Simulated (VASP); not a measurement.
# CuI (P4/nmm) in VASP: notebook

CuI is run at these levels: PBEsol; tasks: single point.

Program: VASP 6.6.1. These are calculated values, not measurements. Logs are shortened: lines on timing, memory, paths and dates and some standing lists are left out, and cuts for length are marked.

## 1. The cell of the first run

Symmetry: P4/nmm, No. 129, tetragonal system. Conventional cell: a = 3.989 Å, b = 3.989 Å, c = 5.603 Å, α = 90.00°, β = 90.00°, γ = 90.00°. Within 3.4 Å of Cu (site symmetry -4m2) lie 4 I at 2.58 Å and 4 Cu at 2.82 Å. Within 3.4 Å of I (site symmetry 4mm) lie 4 Cu at 2.58 Å.

## 2. Single point, PBEsol

INCAR

```
SYSTEM = CuI
  ALGO = Normal
  EDIFF = 1E-6
  ENCUT = 520
  GGA = PS
  ISIF = 2
  ISMEAR = 0
  LASPH = .True.
  LCHARG = .False.
  LREAL = .False.
  LWAVE = .False.
  NBANDS = 26
  NELM = 100
  PREC = Accurate
  SIGMA = 0.01
```

KPOINTS

```
k-points
0
Gamma
  6 6 4
  0 0 0
```

POSCAR

```
CuI
1.0
    3.9890925193      0.0000000000      0.0000000000
    0.0000000000      3.9890925193      0.0000000000
    0.0000000000      0.0000000000      5.6031137213
Cu I
2 2
Direct
    0.0000000000      0.0000000000      0.0000000000
    0.5000000000      0.5000000000      0.0000000000
    0.0000000000      0.5000000000      0.2913000000
    0.5000000000      0.0000000000      0.7087000000
```

Potentials or basis: VASP PAW PBE potentials, release 64 (Cu, I).

Started as:

```
cat potpaw_PBE.64/Cu/POTCAR potpaw_PBE.64/I/POTCAR > POTCAR
mpirun -np 1 vasp_std > vasp.out
```

OUTCAR:

```text
SYSTEM = CuI
   EDIFF = 1E-6
   ENCUT = 520
   GGA = PS
   ISIF = 2
   ISMEAR = 0
   LASPH = .True.
   LREAL = .False.
   NELM = 100
   PREC = Accurate

 ion  position               nearest neighbor table
   1  0.000  0.000  0.000-   3 2.58   4 2.58   3 2.58   4 2.58
   2  0.500  0.500  0.000-   3 2.58   4 2.58   4 2.58   3 2.58
   3  0.000  0.500  0.291-   1 2.58   2 2.58   1 2.58   2 2.58
   4  0.500  0.000  0.709-   1 2.58   2 2.58   2 2.58   1 2.58

  LATTYP: Found a simple tetragonal cell.
 ALAT       =     3.9890925193
 C/A-ratio  =     1.4046086157

  Lattice vectors:

 A1 = (   3.9890925193,   0.0000000000,   0.0000000000)
 A2 = (   0.0000000000,   3.9890925193,   0.0000000000)
 A3 = (   0.0000000000,   0.0000000000,   5.6031137213)

Analysis of symmetry for initial positions (statically):
=====================================================================
 Subroutine PRICEL returns:
 Original cell was already a primitive cell.

 Routine SETGRP: Setting up the symmetry group for a
 simple tetragonal supercell.

 Subroutine GETGRP returns: Found 16 space group operations
 (whereof  8 operations were pure point group operations)
 out of a pool of 16 trial point group operations.

The static configuration has the point symmetry D_2d.
 The point group associated with its full space group is D_4h.

Analysis of symmetry for dynamics (positions and initial velocities):
=====================================================================
 Subroutine PRICEL returns:
 Original cell was already a primitive cell.

 Routine SETGRP: Setting up the symmetry group for a
 simple tetragonal supercell.

 Subroutine GETGRP returns: Found 16 space group operations
 (whereof  8 operations were pure point group operations)
 out of a pool of 16 trial point group operations.

The dynamic configuration has the point symmetry D_2d.
 The point group associated with its full space group is D_4h.

 Subroutine INISYM returns: Found 16 space group operations
 (whereof  8 operations are pure point group operations),
 and found     1 'primitive' translations

----------------------------------------------------------------------------------------

                                     Primitive cell

  volume of cell :      89.1616

  direct lattice vectors                    reciprocal lattice vectors
     3.989092519  0.000000000  0.000000000     0.250683582  0.000000000  0.000000000
     0.000000000  3.989092519  0.000000000     0.000000000  0.250683582  0.000000000
     0.000000000  0.000000000  5.603113721     0.000000000  0.000000000  0.178472194

  length of vectors
     3.989092519  3.989092519  5.603113721     0.250683582  0.250683582  0.178472194

  position of ions in fractional coordinates (direct lattice)
     0.000000000  0.000000000  0.000000000
     0.500000000  0.500000000  0.000000000
     0.000000000  0.500000000  0.291300000
     0.500000000  0.000000000  0.708700000

  ion indices of the primitive-cell ions
   primitive index   ion index
                 1           1
                 2           2
                 3           3
                 4           4

----------------------------------------------------------------------------------------

 KPOINTS: k-points

Automatic generation of k-mesh.
 Grid dimensions read from file:
 generate k-points for:    6    6    4

 Generating k-lattice:

  Cartesian coordinates                     Fractional coordinates (reciprocal lattice)
     0.041780597  0.000000000  0.000000000     0.166666667  0.000000000  0.000000000
     0.000000000  0.041780597  0.000000000     0.000000000  0.166666667  0.000000000
     0.000000000  0.000000000  0.044618049     0.000000000  0.000000000  0.250000000

  Length of vectors
     0.041780597  0.041780597  0.044618049

  Shift w.r.t. Gamma in fractional coordinates (k-lattice)
     0.000000000  0.000000000  0.000000000

 Subroutine IBZKPT returns following result:
 ===========================================

 Found     30 irreducible k-points:

 Following reciprocal coordinates:
            Coordinates               Weight
  0.000000  0.000000  0.000000      1.000000
  0.166667  0.000000  0.000000      4.000000
  0.333333  0.000000  0.000000      4.000000
  0.500000  0.000000  0.000000      2.000000
  0.166667  0.166667  0.000000      4.000000
  0.333333  0.166667  0.000000      8.000000
[... 16 lines left out ...]
  0.333333  0.000000  0.500000      4.000000
  0.500000  0.000000  0.500000      2.000000
 [... further k-points ...]
   k-points           NKPTS =     30   k-points in BZ     NKDIM =     30   number of bands    NBANDS=     26
   number of dos      NEDOS =    301   number of ions     NIONS =      4
   total plane-waves  NPLWV =  37800
   dimension x,y,z NGX =    30 NGY =   30 NGZ =   42
   dimension x,y,z NGXF=    60 NGYF=   60 NGZF=   84
   ions per type =               2   2
   NGX,Y,Z   is equivalent  to a cutoff of  12.50, 12.50, 12.46 a.u.
   NGXF,Y,Z  is equivalent  to a cutoff of  25.01, 25.01, 24.92 a.u.
 SYSTEM =  CuI
   PREC   = accura    normal or accurate (medium, high low for compatibility)
   ISTART =      0    job   : 0-new  1-cont  2-samecut
   ICHARG =      2    charge: 1-file 2-atom 10-const
   ISPIN  =      1    spin polarized calculation?
   LNONCOLLINEAR =      F non collinear calculations
   LSORBIT =      F    spin-orbit coupling
   LASPH  =      T    aspherical Exc in radial PAW
   ENCUT  =  520.0 eV  38.22 Ry    6.18 a.u.   7.42  7.42 10.42*2*pi/ulx,y,z
   NELM   =    100;   NELMIN=  2; NELMDL= -5     # of ELM steps
   EDIFF  = 0.1E-05   stopping-criterion for ELM
   LREAL  =      F    real-space projection
[... 7 lines left out ...]
   TEBEG  =    0.0;   TEEND  =   0.0 temperature during run
   PSTRESS=    0.0 pullay stress
   NELECT =      36.0000    total number of electrons
   NUPDOWN=      -1.0000    fix difference up-down
   EMIN   =  10.00;   EMAX   =-10.00  energy-range for DOS
   EFERMI =   0.00;   METHOD = LEGACY
   ISMEAR =     0;   SIGMA  =   0.01  broadening in eV -4-tet -1-fermi 0-gaus
   EFERMI_NEDOS =   21; number of points for ismear=-14 and -15
   IALGO  =     38    algorithm
   IMIX   =      4    mixing-type and parameters
     AMIX     =   0.40;   BMIX     =  1.00
     AMIX_MAG =   1.60;   BMIX_MAG =  1.00
  volume/ion in A,a.u.               =      22.29       150.42
  Fermi-wavevector in a.u.,A,eV,Ry     =   1.209994  2.286557 19.920083  1.464085
  Thomas-Fermi vector in A             =   2.345554
   LORBIT       =      0    0 simple, 1 ext, 2 COOP (PROOUT), +10 PAW based schemes
   GGA     = PS    functional components
   LHFCALC =     F    Hartree Fock is set to
   AEXX    =    0.0000 exact exchange contribution
   IVDW    =     0    specifies the selected vdW correction
   LEPSILON=     F    determine dielectric tensor
   LRPA    =     F    only Hartree local field effects (RPA)
 non-spin polarized calculation
 Gauss-broadening in eV      SIGMA  =   0.01
  energy-cutoff  :      520.00
  volume of cell :       89.16
 maximum number of plane-waves:      2429
 NGX is ok and might be reduce to    30
   NGX = 15   NGY = 15   NGZ = 21

 number of electron      36.0000052 magnetization

 Free energy of the ion-electron system (eV)
  ---------------------------------------------------
  ext. energy  EPLUGINS =         0.00000000
  ---------------------------------------------------
  free energy    TOTEN  =       -12.46789003 eV

  energy without entropy =      -12.46789003  energy(sigma->0) =      -12.46789003

 E-fermi :   6.8721     XC(G=0): -10.3015

 val. band max:        6.8060101973   @ k =   0.0000   0.0000   0.0000
 cond. band min:       8.3161999427   @ k =   0.0000   0.0000   0.0000
 fundamental gap:      1.5101897454
 Fermi energy:         6.8720614183

 k-point     1 :       0.0000    0.0000    0.0000
  band No.  band energies     occupation
      1      -8.1944      2.00000
      2      -6.7798      2.00000
      3      -0.0188      2.00000
      4       2.6051      2.00000
      5       2.6077      2.00000
      6       2.6077      2.00000
[... 18 lines left out ...]
     25      14.9558      0.00000
     26      16.4455      0.00000

 k-point     2 :       0.1667    0.0000    0.0000
  band No.  band energies     occupation
      1      -8.0508      2.00000
      2      -6.7915      2.00000
      3       0.2100      2.00000
      4       2.0055      2.00000
      5       2.2685      2.00000
      6       2.6261      2.00000
[... 18 lines left out ...]
     25      15.1313      0.00000
     26      15.8386      0.00000

 k-point     3 :       0.3333    0.0000    0.0000
  band No.  band energies     occupation
      1      -7.6716      2.00000
      2      -6.9002      2.00000
      3       0.8548      2.00000
      4       1.1273      2.00000
      5       1.4994      2.00000
      6       2.4712      2.00000
[... 18 lines left out ...]
     25      14.0180      0.00000
     26      14.6281      0.00000

 k-point     4 :       0.5000    0.0000    0.0000
  band No.  band energies     occupation
      1      -7.2172      2.00000
      2      -7.2172      2.00000
      3       0.9378      2.00000
      4       0.9378      2.00000
      5       1.7698      2.00000
      6       1.7698      2.00000
[... 18 lines left out ...]
     25      13.9388      0.00000
     26      13.9388      0.00000
[... 496 lines left out ...]
      1      -7.5755      2.00000
      2      -7.3885      2.00000
      3       0.8866      2.00000
      4       1.1384      2.00000
      5       2.2735      2.00000
      6       2.3448      2.00000
[... 18 lines left out ...]
     25      12.3849      0.00000
     26      14.3129      0.00000

 k-point    23 :       0.3333    0.0000    0.5000
  band No.  band energies     occupation
      1      -7.3499      2.00000
      2      -7.2264      2.00000
      3       0.1929      2.00000
      4       0.5047      2.00000
      5       2.4635      2.00000
      6       2.6500      2.00000
[... 18 lines left out ...]
     25      13.9534      0.00000
     26      14.9071      0.00000

 k-point    24 :       0.5000    0.0000    0.5000
  band No.  band energies     occupation
      1      -7.1826      2.00000
      2      -7.1826      2.00000
      3      -0.0124      2.00000
      4      -0.0124      2.00000
      5       2.7064      2.00000
      6       2.7064      2.00000
[... 18 lines left out ...]
     25      14.3783      0.00000
     26      14.3783      0.00000

 [... further k-points ...]

------------------------ aborting loop because EDIFF is reached ----------------------------------------

  FORCE on cell =-STRESS in cart. coord.  units (eV):
  Direction    XX          YY          ZZ          XY          YZ          ZX
  --------------------------------------------------------------------------------------
  -------------------------------------------------------------------------------------
  Total        2.3399821      2.3399821      3.2189841      0.0000000      0.0000000     -0.0000000
  in kB       42.0480110     42.0480110     57.8431272      0.0000000      0.0000000     -0.0000000
  external PRESSURE =      47.3130497 kB  Pullay stress =       0.0000000 kB

 VOLUME and BASIS-vectors are now :
 -----------------------------------------------------------------------------
  energy-cutoff  :      520.00
  volume of cell :       89.16
      direct lattice vectors                 reciprocal lattice vectors
     3.989092519  0.000000000  0.000000000     0.250683582  0.000000000  0.000000000
     0.000000000  3.989092519  0.000000000     0.000000000  0.250683582  0.000000000
     0.000000000  0.000000000  5.603113721     0.000000000  0.000000000  0.178472194

 POSITION                                       TOTAL-FORCE (eV/Angst)
 -----------------------------------------------------------------------------------
      0.00000      0.00000      0.00000         0.000000      0.000000      0.000000
      1.99455      1.99455      0.00000        -0.000000     -0.000000      0.000000
      0.00000      1.99455      1.63219         0.000000      0.000000      0.159188
      1.99455      0.00000      3.97093        -0.000000     -0.000000     -0.159188
 -----------------------------------------------------------------------------------
    total drift:                                0.000000      0.000000      0.000000

  FREE ENERGIE OF THE ION-ELECTRON SYSTEM (eV)
  ---------------------------------------------------
  free  energy   TOTEN  =       -12.4678900341 eV

  energy  without entropy=      -12.4678900341  energy(sigma->0) =      -12.46789003
```

Run time: 1.8 min. Hardware: 1 thread of Intel Xeon 8259CL, shared host; peak memory 0.22 GiB.

What came out:

| Item | Value |
| --- | --- |
| Free energy | -12.4679 eV |
| Pressure | 4.7 GPa |
| Largest force | 0.159 eV/Å |
| Band gap on the k mesh | 1.51 eV |

Forces in eV/Å, atoms in the order of the input:
```
Cu   0.000  0.000  0.000
Cu   0.000  0.000  0.000
I    0.000  0.000  0.159
I    0.000  0.000 -0.159
```

Levels at points of the mesh, in eV from the valence-band top:
| k point | band 14 | band 15 | band 16 | band 17 | band 18 | band 19 | band 20 | band 21 | band 22 | band 23 |
| --- | --- | --- | --- | --- | --- | --- | --- | --- | --- | --- |
| (0.00, 0.00, 0.00) | -2.04 | -1.71 | -1.36 | 0.00 | 0.00 | 1.51 | 2.40 | 3.04 | 4.36 | 4.36 |
| (0.50, 0.00, 0.00) | -2.54 | -1.69 | -1.69 | -0.95 | -0.95 | 3.79 | 3.79 | 4.34 | 4.34 | 6.58 |
| (0.50, 0.50, 0.00) | -2.31 | -2.19 | -2.19 | -1.68 | -1.68 | 2.03 | 2.03 | 2.08 | 2.08 | 10.35 |
| (0.00, 0.00, 0.50) | -1.76 | -1.73 | -1.71 | -0.96 | -0.96 | 3.06 | 3.25 | 3.46 | 4.13 | 5.23 |
| (0.50, 0.00, 0.50) | -2.56 | -0.92 | -0.92 | -0.83 | -0.83 | 2.01 | 2.01 | 5.17 | 5.17 | 5.19 |
| (0.50, 0.50, 0.50) | -2.44 | -2.31 | -2.31 | -1.46 | -1.46 | 4.53 | 4.53 | 4.85 | 4.85 | 6.13 |

Caveat: the cell stands under pressure; the PAW data sets were made with another functional, which shifts forces and pressure a little; spin-orbit coupling is left out, which moves the levels of the heavy elements. Expect the measured gap to be larger: semilocal functionals such as PBEsol lack the derivative discontinuity.

## 3. Single point, PBEsol

This run uses another cell than the first one, of 22.86 Å³/atom.

INCAR

```
SYSTEM = CuI
PREC = Accurate ; ENCUT = 520
EDIFF = 1E-6 ; ISMEAR = 0
SIGMA = 0.01 ; LREAL = .False.
LASPH = .True. ; NELM = 60
ALGO = Normal ; ISIF = 2
LWAVE = .False. ; LCHARG = .False.
GGA = PS ; NBANDS = 26
```

KPOINTS

```
regular mesh
0
Gamma
  6 6 4
  0 0 0
```

POSCAR

```
CuI
1.0
    4.0229000000      0.0000000000      0.0000000000
    0.0000000000      4.0229000000      0.0000000000
    0.0000000000      0.0000000000      5.6506000000
Cu I
2 2
Direct
    0.0000000000      0.0000000000      0.0000000000
    0.5000000000      0.5000000000      0.0000000000
    0.0000000000      0.5000000000      0.2913000000
    0.5000000000      0.0000000000      0.7087000000
```

Potentials or basis: VASP PAW PBE potentials, release 64 (Cu, I).

Started as:

```
cat potpaw_PBE.64/Cu/POTCAR potpaw_PBE.64/I/POTCAR > POTCAR
mpirun -np 1 vasp_std > vasp.out
```

Wall time 79 s (1 thread of Intel Xeon 8259CL, shared host); peak memory 0.22 GiB.

Results (log left out):

```
Free energy            : -12.5208 eV
Pressure               : 2.7 GPa
Largest force          : 0.067 eV/Å
Band gap on the k mesh : 1.45 eV
```

Forces in eV/Å, atoms in the order of the input:
```
Cu   0.000  0.000  0.000
Cu   0.000  0.000  0.000
I    0.000  0.000 -0.067
I    0.000  0.000  0.067
```

Stress tensor (GPa, compression positive):
```
2.28 0.00 0.00
0.00 2.28 0.00
0.00 0.00 3.68
```

Levels at points of the mesh, in eV from the valence-band top:
```
           k point  band 16  band 17  band 18  band 19  band 20  band 21
(0.00, 0.00, 0.00)    -1.30     0.00     0.00     1.45     2.44     3.07
(0.50, 0.00, 0.00)    -1.59    -0.89    -0.89     3.81     3.81     4.28
(0.50, 0.50, 0.00)    -2.07    -1.57    -1.57     2.07     2.07     2.14
(0.00, 0.00, 0.50)    -1.61    -0.90    -0.90     3.06     3.35     3.46
(0.50, 0.00, 0.50)    -0.87    -0.78    -0.78     2.00     2.00     5.20
(0.50, 0.50, 0.50)    -2.18    -1.37    -1.37     4.51     4.51     4.75
```

Caveat: the PAW data sets were made with another functional, which shifts forces and pressure a little; spin-orbit coupling is left out, which moves the levels of the heavy elements. Expect the measured gap to be larger: semilocal functionals such as PBEsol lack the derivative discontinuity.

## 4. Single point, PBEsol

This run uses another cell than the first one, of 23.43 Å³/atom.

INCAR

```
ALGO     = Normal         # electronic algorithm
EDIFF    = 1E-7           # SCF threshold, eV
ENCUT    = 520            # plane-wave cutoff, eV
GGA      = PS             # functional
ISIF     = 2              # what is computed and relaxed
ISMEAR   = 0              # smearing method
LASPH    = True           # aspherical terms in the spheres
LCHARG   = True           # write CHGCAR
LELF     = True           # ELF
LREAL    = False          # projectors in reciprocal space
LVHAR    = True         
LWAVE    = False          # write WAVECAR
NBANDS   = 26             # bands
NELM     = 80             # most SCF steps
PREC     = Accurate       # precision mode
SIGMA    = 0.01           # smearing width, eV
```

KPOINTS

```
k-points
0
Gamma
  6 6 4
```

POSCAR

```
CuI
1.0
    4.0561486152      0.0000000000      0.0000000000
    0.0000000000      4.0561486152      0.0000000000
    0.0000000000      0.0000000000      5.6973012914
Cu I
2 2
Direct
    0.0000000000      0.0000000000      0.0000000000
    0.5000000000      0.5000000000      0.0000000000
    0.0000000000      0.5000000000      0.2913000000
    0.5000000000      0.0000000000      0.7087000000
```

Started as:

```
cat potpaw_PBE.64/Cu/POTCAR potpaw_PBE.64/I/POTCAR > POTCAR
mpirun -np 1 vasp_std > vasp.out
```

Wall time 79 s (1 thread of Intel Xeon 8259CL, shared host); peak memory 0.23 GiB.

It converged, with:

```
Free energy            : -12.5488 eV
Pressure               : 1.1 GPa
Largest force          : 0.269 eV/Å
Band gap on the k mesh : 1.40 eV
```

Forces in eV/Å, atoms in the order of the input:
```
Cu   0.000  0.000  0.000
Cu   0.000  0.000  0.000
I    0.000  0.000 -0.269
I    0.000  0.000  0.269
```

Stress tensor (GPa, compression positive):
```
0.72 0.00 0.00
0.00 0.72 0.00
0.00 0.00 1.96
```

Levels at points of the mesh, in eV from the valence-band top:
```tsv
k point	band 16	band 17	band 18	band 19	band 20	band 21
(0.00, 0.00, 0.00)	-1.24	0.00	0.00	1.40	2.47	3.10
(0.50, 0.00, 0.00)	-1.49	-0.85	-0.85	3.81	3.81	4.25
(0.50, 0.50, 0.00)	-1.96	-1.48	-1.48	2.11	2.11	2.20
(0.00, 0.00, 0.50)	-1.51	-0.84	-0.84	3.05	3.45	3.46
(0.50, 0.00, 0.50)	-0.82	-0.74	-0.74	1.99	1.99	5.22
(0.50, 0.50, 0.50)	-2.06	-1.29	-1.29	4.49	4.49	4.65
```

Caveat: the PAW data sets were made with another functional, which shifts forces and pressure a little; spin-orbit coupling is left out, which moves the levels of the heavy elements.

## 5. Overview

| cell | gap on the mesh (eV) | pressure (GPa) | largest force (eV/Å) |
| --- | --- | --- | --- |
| a = 3.989, b = 3.989, c = 5.603 Å, 4 atoms | 1.51 | 4.7 | 0.16 |
| a = 4.023, b = 4.023, c = 5.651 Å, 4 atoms | 1.45 | 2.7 | 0.07 |
| a = 4.056, b = 4.056, c = 5.697 Å, 4 atoms | 1.40 | 1.1 | 0.27 |

Alike in all rows: task single point; level PBEsol; potentials or basis VASP PAW PBE potentials, release 64 (Cu, I); no spin polarisation; k mesh 6 × 6 × 4; cutoff (eV) 520; smearing gaussian 0.01 eV.

Caveats: the PAW data sets were made with another functional, which shifts forces and pressure a little; spin-orbit coupling is left out, which moves the levels of the heavy elements; the cell stands under pressure (at least some runs).

Total energies depend on the potentials used, so only differences within one code and one set of settings carry meaning.
